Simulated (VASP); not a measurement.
GaAs, 2 atoms in the cell. The structure is cubic, space group Fm-3m (No. 225). The conventional cell has a = 5.240 Å, b = 5.240 Å, c = 5.240 Å, α = 90.00°, β = 90.00°, γ = 90.00°. Ga (site symmetry m-3m) has 6 As at 2.62 Å within 3.5 Å. Within 3.5 Å of As (site symmetry m-3m) lie 6 Ga at 2.62 Å. 

```yaml
Program: VASP 6.6.1
Task: single point
Functional: PBE
Potentials_or_basis: VASP PAW PBE potentials, release 64 (Ga_d, As)
Cutoff: 500 eV
k_mesh: 6 × 6 × 6
Occupations: gaussian, width 0.05 eV
Spin: no spin polarisation
Dipole_correction: no
Further_INCAR_settings: ALGO = Normal; EDIFF = 1e-06; NBANDS = 16
```

Potentials or basis: VASP PAW PBE potentials, release 64 (Ga_d, As).

Run with:

```bash
$ cat potpaw_PBE.64/Ga_d/POTCAR potpaw_PBE.64/As/POTCAR > POTCAR
$ mpirun -np 1 vasp_std > vasp.out
```

Hardware: 1 thread of Intel Xeon 8259CL, with other jobs on the host.

Question: How long does it take, and how much memory?

Answer: Wall time 20 s on 1 thread of Intel Xeon 8259CL, with other jobs on the host, peak memory 0.15 GiB. Counts: scf iterations 11, k points 16.
